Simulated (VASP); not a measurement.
# VAu (R-3m) in VASP: notebook, part 2 of 2

VASP 6.6.1. The steps go on from the part before.

## (3) Single point, PBEsol, collinear spin, ferromagnetic start

File INCAR:

```
SYSTEM = VAu
PREC = Accurate
ENCUT = 500
EDIFF = 1E-6
ISMEAR = -1
SIGMA = 0.05
LREAL = .False.
LASPH = .True.
NELM = 200
ALGO = Normal
ISIF = 2
LWAVE = .False.
LCHARG = .True.
ISPIN = 2
MAGMOM = 1.6 0
LORBIT = 11
NUPDOWN = 1.6
LMAXMIX = 4
GGA = PS
LELF = .True.
LVHAR = .True.
NBANDS = 23
GGA_COMPAT = .False.
```

File KPOINTS:

```
regular mesh
0
Gamma
  14 14 14
  0 0 0
```

File POSCAR:

```
VAu
1.0
    1.4104010158      0.8142954061      4.6110877943
   -1.4104010158      0.8142954061      4.6110877943
    0.0000000000     -1.6285908123      4.6110877943
V Au
1 1
Direct
    0.5000000000      0.5000000000      0.5000000000
    0.0000000000      0.0000000000      0.0000000000
```

Potentials or basis: VASP PAW PBE potentials, release 64 (V_sv, Au).

Run with:

```sh
> cat potpaw_PBE.64/V_sv/POTCAR potpaw_PBE.64/Au/POTCAR > POTCAR
> mpirun -np 1 vasp_std > vasp.out
```

OUTCAR:

```text
SYSTEM = VAu
   PREC = Accurate
   ENCUT = 500
   EDIFF = 1E-6
   ISMEAR = -1
   LREAL = .False.
   LASPH = .True.
   NELM = 200
   ISIF = 2
   ISPIN = 2
   LORBIT = 11
   NUPDOWN = 1.6
   GGA = PS

 ion  position               nearest neighbor table
   1  0.500  0.500  0.500-   2 2.82   2 2.82   2 2.82   2 2.82   2 2.82   2 2.82
   2  0.000  0.000  0.000-   1 2.82   1 2.82   1 2.82   1 2.82   1 2.82   1 2.82

  LATTYP: Found a trigonal (rhomboedric) cell.
 ALAT       =     4.8902391230
 COS(alpha) =     0.8336376570

  Lattice vectors:

 A1 = (   1.4104010158,   0.8142954061,   4.6110877943)
 A2 = (  -1.4104010158,   0.8142954061,   4.6110877943)
[... 1461 lines left out ...]

 VOLUME and BASIS-vectors are now :
 -----------------------------------------------------------------------------
  energy-cutoff  :      500.00
  volume of cell :       31.77
      direct lattice vectors                 reciprocal lattice vectors
     1.410401016  0.814295406  4.611087794     0.354509104  0.204675926  0.072289522
    -1.410401016  0.814295406  4.611087794    -0.354509104  0.204675926  0.072289522
     0.000000000 -1.628590812  4.611087794     0.000000000 -0.409351853  0.072289522

 POSITION                                       TOTAL-FORCE (eV/Angst)
 -----------------------------------------------------------------------------------
      0.00000     -0.00000      6.91663         0.000000     -0.000000      0.000000
      0.00000      0.00000      0.00000        -0.000000      0.000000     -0.000000
 -----------------------------------------------------------------------------------
    total drift:                                0.000000     -0.000000      0.000000

  FREE ENERGIE OF THE ION-ELECTRON SYSTEM (eV)
  ---------------------------------------------------
  free  energy   TOTEN  =       -13.0541976519 eV

  energy  without entropy=      -13.0335867234  energy(sigma->0) =      -13.04389219

 total charge

# of ion       s       p       d       tot
------------------------------------------
    1        2.274   6.158   2.965  11.398
    2        0.633   0.498   8.636   9.766
--------------------------------------------------
tot          2.907   6.656  11.601  21.164

 magnetization (x)

# of ion       s       p       d       tot
------------------------------------------
    1        0.011   0.036   1.226   1.273
    2        0.003   0.016   0.079   0.099
--------------------------------------------------
tot          0.014   0.052   1.305   1.372
```

stdout:

```text
POSCAR found type information on POSCAR V Au
 POSCAR found :  2 types and       2 ions
 scaLAPACK will be used
 -----------------------------------------------------------------------------
|                                                                             |
|                                                                             |
|     You enforced a specific xc type in the INCAR file but a different       |
|     I HOPE YOU KNOW WHAT YOU ARE DOING!                                     |
|                                                                             |
 -----------------------------------------------------------------------------

 LDA part: xc-table for (Slater+PW92), standard interpolation
 POSCAR, INCAR and KPOINTS ok, starting setup
 FFT: planning ... GRIDC
 FFT: planning ... GRID_SOFT
 FFT: planning ... GRID
 WAVECAR not read
 entering main loop
```

Run time: 9.7 min. Hardware: 1 thread of Intel Xeon Platinum 8259CL at 2.50GHz (Skylake/Cascade Lake), shared host; peak memory 0.48 GiB.

What came out:

```yaml
Free_energy: -13.0542 eV
Pressure: -5.0 GPa
Net_moment: 1.60 μB per cell
Site_moments: V +1.27; Au +0.10 μB
Valence_electrons_inside_the_program's_atomic_spheres: V 11.40; Au 9.77
```

Stress tensor (GPa, compression positive):
```
-4.62  0.00  0.00
 0.00 -4.62  0.00
 0.00  0.00 -5.91
```

Caveat: the cell stands under tension; the PAW data sets were made with another functional, which shifts forces and pressure a little; spin-orbit coupling is left out, which moves the levels of the heavy elements; the total moment is fixed, so each spin has its own Fermi level and the state may be an excited one.

## (4) Single point, PBEsol, collinear spin, ferromagnetic start

File INCAR:

```
SYSTEM = VAu
  PREC = Accurate
  ENCUT = 500
  EDIFF = 1E-6
  ISMEAR = -1
  SIGMA = 0.05
  LREAL = .FALSE.
  LASPH = .TRUE.
  NELM = 200
  ALGO = Normal
  ISIF = 2
  LWAVE = .FALSE.
  LCHARG = .TRUE.
  ISPIN = 2
  MAGMOM = 2 0
  LORBIT = 11
  LMAXMIX = 4
  GGA = PS
  LELF = .TRUE.
  LVHAR = .TRUE.
  NBANDS = 23
  GGA_COMPAT = .FALSE.
```

File KPOINTS:

```
regular mesh
0
G
  14 14 14
  0 0 0
```

POSCAR is that of step 3.

Run with:

```sh
> cat potpaw_PBE.64/V_sv/POTCAR potpaw_PBE.64/Au/POTCAR > POTCAR
> mpirun -np 1 vasp_std > vasp.out
```

It took 12 min on 1 thread of AMD EPYC 9R14 (Zen 4), shared host; peak memory 0.45 GiB.

The run converged. Its results:

| Quantity | Value |
| --- | --- |
| Free energy | -13.1880 eV |
| Pressure | -9.2 GPa |
| Band gap on the k mesh | zero (filled and empty bands overlap) |
| Net moment | 0.00 μB per cell |
| Valence electrons inside the program's atomic spheres | V 11.38; Au 9.76 |

Stress tensor (GPa, compression positive):
```
-10.00   0.00   0.00
  0.00 -10.00   0.00
  0.00   0.00  -7.49
```

Levels at points of the mesh, in eV from the Fermi level:
Spin up:
| k point | band 10 | band 11 | band 12 | band 13 | band 14 | band 15 |
| --- | --- | --- | --- | --- | --- | --- |
| (0.00, 0.00, 0.00) | -3.58 | -1.64 | -0.62 | 0.46 | 0.46 | 1.68 |
| (0.50, 0.00, 0.00) | -2.10 | -2.01 | -0.80 | 0.82 | 1.54 | 2.52 |
| (0.50, 0.50, 0.00) | -1.42 | -0.68 | -0.10 | 1.50 | 1.67 | 1.71 |
| (0.50, 0.50, 0.50) | -3.40 | -3.40 | -1.02 | 0.25 | 0.25 | 1.38 |
Spin down:
```csv
k point,band 8,band 9,band 10,band 11,band 12,band 13,band 14,band 15,band 16,band 17
"(0.00, 0.00, 0.00)",-4.99,-3.58,-3.58,-1.64,-0.62,0.46,0.46,1.68,1.68,5.74
"(0.50, 0.00, 0.00)",-3.94,-2.76,-2.10,-2.01,-0.80,0.82,1.54,2.52,3.46,6.53
"(0.50, 0.50, 0.00)",-4.18,-2.11,-1.41,-0.68,-0.10,1.50,1.67,1.71,2.53,4.80
"(0.50, 0.50, 0.50)",-4.93,-4.93,-3.40,-3.40,-1.02,0.25,0.25,1.38,1.38,12.03
```

Caveat: the cell stands under tension; the moments typed at the start vanished in this run; the PAW data sets were made with another functional, which shifts forces and pressure a little; spin-orbit coupling is left out, which moves the levels of the heavy elements.

## (5) Single point, PBEsol, collinear spin, ferromagnetic start

File INCAR:

```
PREC = Accurate
ENCUT = 500
EDIFF = 1E-6
ISMEAR = -1
SIGMA = 0.05
LREAL = F
LASPH = T
NELM = 200
ALGO = Normal
ISIF = 2
LWAVE = F
LCHARG = T
ISPIN = 2
MAGMOM = 0.9 0
LORBIT = 11
NUPDOWN = 0.9
LMAXMIX = 4
GGA = PS
LELF = T
LVHAR = T
NBANDS = 23
GGA_COMPAT = F
```

File KPOINTS:

```
Automatic mesh
0
Gamma
  14 14 14
```

POSCAR is that of step 4.

Run with:

```sh
> cat potpaw_PBE.64/V_sv/POTCAR potpaw_PBE.64/Au/POTCAR > POTCAR
> mpirun -np 1 vasp_std > vasp.out
```

It took 9 min on 1 thread of Intel Xeon Platinum 8259CL at 2.50GHz (Skylake/Cascade Lake), shared host; peak memory 0.48 GiB.

The run converged. Its results:

```
Free energy                                           : -13.1383 eV
Pressure                                              : -8.0 GPa
Net moment                                            : 0.90 μB per cell
Site moments                                          : V +0.71; Au +0.06 μB
Valence electrons inside the program's atomic spheres : V 11.39; Au 9.76
```

Stress tensor (GPa, compression positive):
```
-8.66  0.00  0.00
 0.00 -8.66  0.00
 0.00  0.00 -6.56
```

Caveat: the cell stands under tension; the PAW data sets were made with another functional, which shifts forces and pressure a little; spin-orbit coupling is left out, which moves the levels of the heavy elements; the total moment is fixed, so each spin has its own Fermi level and the state may be an excited one.

## (6) Overview

```csv
fixed moment (μB),pressure (GPa),moment (μB)
0.6,-8.8,0.60
1.6,-5.0,1.60
-,-9.2,0.00
0.9,-8.0,0.90
```

Alike in all rows: task single point; level PBEsol; potentials or basis VASP PAW PBE potentials, release 64 (V_sv, Au); spin collinear, ferromagnetic start; cell as given; k mesh 14 × 14 × 14; cutoff (eV) 500; smearing fermi-dirac 0.05 eV.

Caveats: the cell stands under tension; the PAW data sets were made with another functional, which shifts forces and pressure a little; spin-orbit coupling is left out, which moves the levels of the heavy elements; the total moment is fixed, so each spin has its own Fermi level and the state may be an excited one (at least some runs); the moments typed at the start vanished in this run (at least some runs).

Absolute energies hang on the potentials; compare differences alone.
